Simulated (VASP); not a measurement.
GaSb, 2 atoms in the cell. Symmetry: Immm, No. 71, orthorhombic system. The conventional cell has a = 3.149 Å, b = 5.513 Å, c = 6.125 Å, α = 90.00°, β = 90.00°, γ = 90.00°. Within 4.0 Å of Ga (site symmetry mmm) lie 6 Sb at 3.06 to 3.17 Å and 2 Ga at 3.15 Å. Sb (site symmetry mmm) has 6 Ga at 3.06 to 3.17 Å and 2 Sb at 3.15 Å within 4.0 Å. 

```yaml
Program: VASP 6.6.1
Task: single point
Functional: PBE
Potentials_or_basis: VASP PAW PBE potentials, release 64 (Ga_d, Sb)
Cutoff: 520 eV
k_mesh: 18 × 18 × 18
Occupations: gaussian, width 0.15 eV
Spin: no spin polarisation
Dipole_correction: no
Further_INCAR_settings: ALGO = Normal; EDIFF = 1e-06; NBANDS = 16
```

Potentials or basis: VASP PAW PBE potentials, release 64 (Ga_d, Sb).

Run with:

```console
$ cat potpaw_PBE.64/Ga_d/POTCAR potpaw_PBE.64/Sb/POTCAR > POTCAR
$ mpirun -np 1 vasp_std > vasp.out
```

Hardware: 1 thread of Intel Xeon 8259CL, with other jobs on the host.

Q: How long does it take, and how much memory?

A: It took 15 min on 1 thread of Intel Xeon 8259CL (shared host), peak memory 0.83 GiB. Counts: scf iterations 10, k points 865.
